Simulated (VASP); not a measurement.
Input of a VASP 6.6.1 run:

Contents of INCAR:

```
SYSTEM = Hf
  PREC = Accurate
  ENCUT = 520
  EDIFF = 1E-6
  ISMEAR = -1
  SIGMA = 0.1
  LREAL = .False.
  LASPH = .True.
  NELM = 60
  ALGO = Normal
  ISIF = 2
  LWAVE = .False.
  LCHARG = .False.
  GGA = PS
  NBANDS = 22
```

KPOINTS

```
Automatic mesh
0
Gamma
  8 8 12
  0 0 0
```

The input POSCAR:

```
Hf
1.0
    4.7848722967      0.0000000000      0.0000000000
   -2.3924361483      4.1438209628      0.0000000000
    0.0000000000      0.0000000000      2.9774624099
Hf
3
Direct
    0.0000000000      0.0000000000      0.0000000000
    0.3333333333      0.6666666667      0.5000000000
    0.6666666667      0.3333333333      0.5000000000
```

Potentials or basis: VASP PAW PBE potentials, release 64 (Hf_pv).

Launch:

```bash
$ cat potpaw_PBE.64/Hf_pv/POTCAR > POTCAR
$ mpirun -np 1 vasp_std > vasp.out
```

(1) What does it give for the band gap on the k mesh?

(2) Predict the pressure.

Results:

(1) zero (bands 15 and 16 overlap by 1.03 eV).

(2) 10.7 GPa.

Caveat: the cell stands under pressure; the PAW data sets were made with another functional, which shifts forces and pressure a little; spin-orbit coupling is left out, which moves the levels of the heavy elements.
